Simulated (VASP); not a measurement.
NbSiO4: single point with PBE

NbSiO4:

```
CELL_PARAMETERS angstrom
3.38479 0.00000 0.00000
0.00000 3.38479 0.00000
0.00000 0.00000 4.88506
ATOMIC_POSITIONS crystal
Nb 0.00000 0.00000 0.50000
Si 0.50000 0.50000 0.00000
O 0.50000 0.00000 0.23791
O 0.50000 0.00000 0.76209
O 0.00000 0.50000 0.76209
O 0.00000 0.50000 0.23791
```

The cell was generated, and may not be a known phase.

```yaml
Program: VASP 6.6.1
Task: single point
Functional: PBE
Potentials_or_basis: VASP PAW PBE potentials, release 64 (Nb_sv, Si, O)
Cutoff: 520 eV
k_mesh: 6 × 6 × 4
Occupations: gaussian, width 0.1 eV
Spin: no spin polarisation
```

```yaml
Pressure: 0.0 GPa
Largest_force: 0.022 eV/Å
Band_gap_on_the_k_mesh: zero (an odd number of electrons rules out a gap without spin polarisation)
```

Forces on the atoms (eV/Å):
```
Nb   0.000  0.000  0.000
Si   0.000  0.000  0.000
O    0.000  0.000  0.022
O    0.000  0.000 -0.022
O    0.000  0.000 -0.022
O    0.000  0.000  0.022
```

Levels at points of the mesh, in eV from the Fermi level:
| k point | band 17 | band 18 | band 19 | band 20 | band 21 | band 22 | band 23 | band 24 | band 25 | band 26 |
| --- | --- | --- | --- | --- | --- | --- | --- | --- | --- | --- |
| (0.00, 0.00, 0.00) | -3.04 | -2.87 | -2.87 | -2.01 | -1.94 | 0.41 | 1.70 | 4.06 | 4.49 | 5.01 |
| (0.50, 0.00, 0.00) | -4.73 | -4.12 | -3.73 | -2.47 | 0.44 | 0.45 | 2.56 | 2.72 | 3.98 | 5.08 |
| (0.50, 0.50, 0.00) | -3.63 | -2.47 | -2.36 | -1.91 | -1.69 | 1.28 | 3.73 | 3.73 | 3.95 | 4.53 |
| (0.00, 0.00, 0.50) | -3.83 | -3.83 | -2.41 | -2.41 | 0.26 | 0.43 | 0.75 | 3.81 | 3.81 | 3.89 |
| (0.50, 0.00, 0.50) | -4.71 | -4.38 | -4.29 | -4.02 | 0.65 | 1.09 | 3.11 | 3.75 | 4.40 | 4.44 |
| (0.50, 0.50, 0.50) | -3.67 | -2.32 | -2.18 | -1.87 | -0.07 | 1.32 | 2.36 | 3.12 | 3.12 | 4.13 |

Run time: 26 s on 1 thread of AMD EPYC 9R45 96-Core Processor (Zen 5) (shared host), peak memory 0.17 GiB.

Caveat: an odd number of electrons without spin polarisation forces a metal; a magnetic or distorted state may lie lower.
